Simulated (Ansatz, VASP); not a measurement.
## One calculation of Ta, two programs

```
Ta
1.0
     2.86803    0.00000    0.00000
    -1.43402    2.48379    0.00000
     0.00000    0.00000    5.09070
Ta
2
Direct
  0.66667 0.33333 0.75000
  0.33333 0.66667 0.25000
```

Alike in both runs: functional PBEsol; k mesh 13 × 13 × 7; occupations fermi-dirac, width 0.1 eV; no spin polarisation.

Ansatz relaxed the structure, and its values are those at the end. VASP's run is a single point on that final structure, the one shown.

|  | VASP | Ansatz |
| --- | --- | --- |
| version | VASP 6.6.1 | Ansatz 0.2.0 |
| potentials or method | VASP PAW PBE potentials, release 64 (Ta_pv), cutoff 500 eV | plane waves, PAW |
| valence electrons in the cell | 22 | 26 |

|  | VASP | Ansatz | Ansatz less VASP |
| --- | --- | --- | --- |
| pressure (GPa) | 0.1 | 0.0 | -0.14 |

VASP's potentials were made for PBE, not for PBEsol. VASP's potentials hold 22 valence electrons a cell and Ansatz's 26, so a difference there can come from the potentials and not from the codes.

Spin-orbit coupling is off throughout.
